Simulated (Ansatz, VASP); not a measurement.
One calculation of YbB2, two programs

File INCAR:

```
SYSTEM = YbB2
PREC = Accurate ; ENCUT = 520
EDIFF = 1E-7 ; ISMEAR = -1
SIGMA = 0.05 ; LREAL = .False.
LASPH = .True. ; NELM = 150
ALGO = Normal ; ISIF = 2
LWAVE = .False. ; LCHARG = .True.
ISPIN = 2 ; MAGMOM = 2.5 0 0
LORBIT = 11 ; LMAXMIX = 6
GGA = PE ; LELF = .True.
LVHAR = .True. ; NBANDS = 26
```

File KPOINTS:

```
Automatic mesh
0
Gamma
  9 9 7
  0 0 0
```

The input POSCAR:

```
YbB2
1.0
    3.2503000000      0.0000000000      0.0000000000
   -1.6251500000      2.8148423699      0.0000000000
    0.0000000000      0.0000000000      3.7315000000
Yb B
1 2
Direct
    0.0000000000      0.0000000000      0.0000000000
    0.6666666667      0.3333333333      0.5000000000
    0.3333333333      0.6666666667      0.5000000000
```

Contents of input.yaml:

```yaml
crystal:
  lattice:
    - [3.2503, 0.0, 0.0]
    - [-1.62515, 2.8148423699, 0.0]
    - [0.0, 0.0, 3.7315]
  atoms:
    - { symbol: Yb, position: [0.0, 0.0, 0.0], spin: 2.5 }
    - { symbol: B, position: [0.6666666667, 0.3333333333, 0.5] }
    - { symbol: B, position: [0.3333333333, 0.6666666667, 0.5] }
hamiltonian:
  xc: pbe
  pseudopotentials: { kind: paw }
magnetization:
  spin_polarized: true
kpoints:
  mp_grid: { grid: [9, 9, 7] }
scf:
  occupations: { method: fermi_dirac, width: 0.05 }
output:
  forces: true
  stress: true
  eigenvalues: true
```

Alike in both runs: task single point; functional PBE; k mesh 9 × 9 × 7; occupations fermi-dirac, width 0.05 eV; collinear spin.

|  | VASP | Ansatz |
| --- | --- | --- |
| version | VASP 6.6.1 | Ansatz 0.2.0 |
| potentials or method | VASP PAW PBE potentials, release 64 (Yb, B) | Ansatz PAW |
| plane-wave cutoff (eV) | 520 | 420 |
| valence electrons in the cell | 30 | 30 |

|  | VASP | Ansatz | Ansatz less VASP |
| --- | --- | --- | --- |
| gap on the k mesh at the Fermi level (eV) | none | none | - |
| pressure (GPa) | 2.7 | 2.3 | -0.38 |
| traceless stress, the component that is largest in VASP (GPa) | 5.64 | 5.55 | -0.095 |
| net moment per atom (μB) | 0.00 | 0.00 | 0.000 |

A gap of «none» marks a metal or a gap that the smearing closes.

Neither program's run includes spin-orbit coupling.
